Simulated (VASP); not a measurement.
Wanted: the native input for a VASP 6.6.1 run.

| Item | Value |
| --- | --- |
| Task | single point |
| Functional | RPBE |
| Potentials or basis | VASP PAW PBE potentials, release 64 (Cd) |
| Cutoff | 520 eV |
| k mesh | 7 × 7 × 3 |
| Occupations | fermi-dirac, width 0.1 eV |
| Spin | no spin polarisation |
| Dipole correction | no |
| Further INCAR settings | ALGO = Normal; EDIFF = 1e-07; NBANDS = 19 |

The structure of Cd lies in POSCAR:

```
Cd
1.0
    1.4743740000      2.5536910000      0.0000000000
   -1.4743740000      2.5536910000      0.0000000000
    0.0000000000      0.0000000000      5.5609770000
Cd
2
Direct
    0.3333300000      0.3333400000      0.2500000000
    0.6666600000      0.6666700000      0.7500000000
```

The input as run:

INCAR

```
PREC = Accurate
ENCUT = 520
EDIFF = 1E-7
ISMEAR = -1
SIGMA = 0.1
LREAL = False
LASPH = True
NELM = 60
ALGO = Normal
ISIF = 2
LWAVE = False
LCHARG = True
GGA = RP
LELF = True
LVHAR = True
NBANDS = 19
```

KPOINTS

```
Automatic mesh
0
Gamma
  7 7 3
```

Potentials or basis: VASP PAW PBE potentials, release 64 (Cd).

Run with:

```bash
$ cat potpaw_PBE.64/Cd/POTCAR > POTCAR
$ mpirun -np 1 vasp_std > vasp.out
```

It gave:

* Pressure: 8.1 GPa
* Band gap on the k mesh: zero (band 12 reaches 4.71 eV, above the bottom of band 13 at 0.36 eV)

Caveat: the k points lie up to 0.38 Å⁻¹ apart; the PAW data sets were made with another functional, which shifts forces and pressure a little.

It took 9 s on 1 thread of Intel(R) Xeon(R) 6975P-C (Granite Rapids) (shared host), peak memory 0.16 GiB.
